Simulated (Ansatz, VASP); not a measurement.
## One calculation of C, two programs

File POSCAR:

```
C
1.0
    1.1973256878      0.6912763082      3.4306861104
   -1.1973256878      0.6912763082      3.4306861104
    0.0000000000     -1.3825526163      3.4306861104
C
2
Direct
    0.1640000000      0.1640000000      0.1640000000
    0.8360000000      0.8360000000      0.8360000000
```

The input INCAR.step1:

```
  PREC = Accurate
  ENCUT = 520
  ISMEAR = 0
  SIGMA = 0.05
  LREAL = False
  LASPH = True
  NELM = 80
  NBANDS = 11
  GGA = PE
  ALGO = Normal
  EDIFF = 1E-4
  LWAVE = True
  LCHARG = False
```

The input INCAR.step2:

```
  PREC = Accurate
  ENCUT = 520
  EDIFF = 1E-6
  ISMEAR = 0
  SIGMA = 0.05
  LREAL = False
  LASPH = True
  NELM = 80
  ALGO = Normal
  ISIF = 2
  LWAVE = False
  LCHARG = False
  METAGGA = R2SCAN
  LMIXTAU = True
  NBANDS = 11
  ISTART = 1
```

File KPOINTS:

```
regular mesh
0
Gamma
  12 12 12
```

Input for Ansatz:

```yaml
crystal:
  lattice:
    - [1.1973256878, 0.6912763082, 3.4306861104]
    - [-1.1973256878, 0.6912763082, 3.4306861104]
    - [0.0, -1.3825526163, 3.4306861104]
  atoms:
    - { symbol: C, position: [0.164, 0.164, 0.164] }
    - { symbol: C, position: [0.836, 0.836, 0.836] }
basis:
  ecutwfc: 500
kpoints:
  mp_grid: { grid: [12, 12, 12] }
hamiltonian:
  xc: r2scan
scf:
  occupations: { method: gaussian, width: 0.05 }
output:
  forces: true
  stress: true
  eigenvalues: true
```

Change from the starting cell: strain -0.025 along x and y, +0.025 along z, atoms carried along.

Alike in both runs: task single point; functional r2SCAN; k mesh 12 × 12 × 12; occupations gaussian, width 0.05 eV; no spin polarisation.

|  | VASP | Ansatz |
| --- | --- | --- |
| version | VASP 6.6.1 | Ansatz 0.2.0 |
| potentials or method | VASP PAW PBE potentials, release 64 (C), cutoff 520 eV | scalar-relativistic, plane waves, PAW |
| valence electrons in the cell | 8 | 8 |

VASP gave:

```
gap on the k mesh at the Fermi level (eV)                     : 0.67
least direct gap on the mesh (eV)                             : 0.67
pressure (GPa)                                                : 24.2
traceless stress, the component that is largest in VASP (GPa) : -24.48
rms of the force components (eV/Å)                            : 0.528
```

**Question.** Which values does Ansatz return?

**Answer.** gap on the k mesh at the Fermi level (eV): 0.67; least direct gap on the mesh (eV): 0.67; pressure (GPa): 23.5; traceless stress, the component that is largest in VASP (GPa): -23.65; rms of the force components (eV/Å): 0.533.

VASP's potentials were made for PBE, not for r2SCAN. Atom by atom the forces differ by 0.005 eV/Å (rms over components).
